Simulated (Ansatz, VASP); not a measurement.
# Na: VASP beside Ansatz

File INCAR:

```
PREC = Accurate
ENCUT = 520
EDIFF = 1E-7
ISMEAR = -1
SIGMA = 0.05
LREAL = False
LASPH = True
NELM = 100
ALGO = Normal
ISIF = 2
LWAVE = False
LCHARG = False
GGA = CA
NBANDS = 10
```

KPOINTS

```
Automatic mesh
0
Gamma
  9 9 9
```

File POSCAR:

```
Na
1.0
   -2.1120640205      2.1120640205      2.1120640205
    2.1120640205     -2.1120640205      2.1120640205
    2.1120640205      2.1120640205     -2.1120640205
Na
1
Direct
    0.0000000000      0.0000000000      0.0000000000
```

input.yaml

```yaml
crystal:
  lattice:
    - [-2.1120640205, 2.1120640205, 2.1120640205]
    - [2.1120640205, -2.1120640205, 2.1120640205]
    - [2.1120640205, 2.1120640205, -2.1120640205]
  atoms:
    - { symbol: Na, position: [0.0, 0.0, 0.0] }
kpoints:
  mp_grid: { grid: [9, 9, 9] }
scf:
  occupations: { method: fermi_dirac, width: 0.05 }
hamiltonian:
  xc: lda
  pseudopotentials: { kind: all_electron, lapw: { basis_error: 0.001 } }
output:
  forces: true
  stress: true
  eigenvalues: true
```

Change from the starting cell: volume scaled by 0.96.

Alike in both runs: task single point; functional LDA; k mesh 9 × 9 × 9; occupations fermi-dirac, width 0.05 eV; no spin polarisation.

```csv
,VASP,Ansatz
version,VASP 6.6.1,Ansatz 0.2.0
potentials or method,"VASP PAW LDA potentials, release 64 (Na_pv), cutoff 520 eV","all-electron LAPW, scalar-relativistic"
```

|  | VASP | Ansatz | Ansatz less VASP |
| --- | --- | --- | --- |
| gap on the k mesh at the Fermi level (eV) | none | none | - |
| pressure (GPa) | -0.9 | -0.9 | +0.02 |

LDA's correlation is that of Perdew and Zunger in VASP and of Perdew and Wang (1992) in Ansatz. A gap of «none» marks a metal or a gap that the smearing closes. Ansatz ran all-electron here, and VASP with PAW potentials.
